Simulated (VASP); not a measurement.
ZnO: relaxation of shape and atoms at fixed volume with PBE

The system is ZnO.

```
Zn O
1.0
     3.38536    0.00000    0.00000
    -1.69268    2.93181    0.00000
     0.00000    0.00000    5.46419
Zn O
2 2
Direct
  0.33333 0.66667 0.49997
  0.66667 0.33333 0.99997
  0.66667 0.33333 0.37904
  0.33333 0.66667 0.87904
```

This cell differs from its parent crystal: volume scaled by 1.10.

```json
{"Program": "VASP 6.6.1", "Task": "relaxation of shape and atoms at fixed volume", "Functional": "PBE", "Potentials or basis": "VASP PAW PBE potentials, release 64 (Zn, O)", "Cutoff": "600 eV", "k mesh": "12 × 12 × 6", "Occupations": "gaussian, width 0.02 eV", "Spin": "no spin polarisation", "Dipole correction": "no", "Further INCAR settings": "ALGO = Normal; EDIFF = 1e-06; IBRION = 2; EDIFFG = -0.01; NSW = 50; ISIF = 4"}
```

```json
{
 "Pressure after relaxing": "-9.5 GPa",
 "Band gap on the k mesh": "0.58 eV, direct"
}
```

Forces in eV/Å, atoms in the order of the input:
```
Zn   0.000  0.000 -0.002
Zn   0.000  0.000 -0.002
O    0.000  0.000  0.002
O    0.000  0.000  0.002
```

Stress tensor (GPa, compression positive):
```
-9.52  0.00  0.00
 0.00 -9.52  0.00
 0.00  0.00 -9.42
```

Final structure:
```
Zn O
1.0
     3.38536    0.00000    0.00000
    -1.69268    2.93181    0.00000
     0.00000    0.00000    5.46419
Zn O
2 2
Direct
  0.33333 0.66667 0.49997
  0.66667 0.33333 0.99997
  0.66667 0.33333 0.37904
  0.33333 0.66667 0.87904
```

Levels at points of the mesh, in eV from the valence-band top:
```tsv
k point	band 16	band 17	band 18	band 19	band 20	band 21
(0.00, 0.00, 0.00)	-0.05	0.00	0.00	0.58	4.73	7.75
(0.50, 0.00, 0.00)	-1.85	-1.08	-0.68	5.21	6.68	7.39
(0.00, 0.00, 0.50)	-0.32	-0.32	-0.32	3.13	3.13	9.52
(0.50, 0.00, 0.50)	-1.24	-1.15	-1.15	5.43	5.43	7.70
```

It took 100 s on 1 thread of AMD EPYC 9R45 (Zen 5), with other jobs on the host, peak memory 0.21 GiB.

Caveat: the relaxation stopped at its first step, so nothing moved.
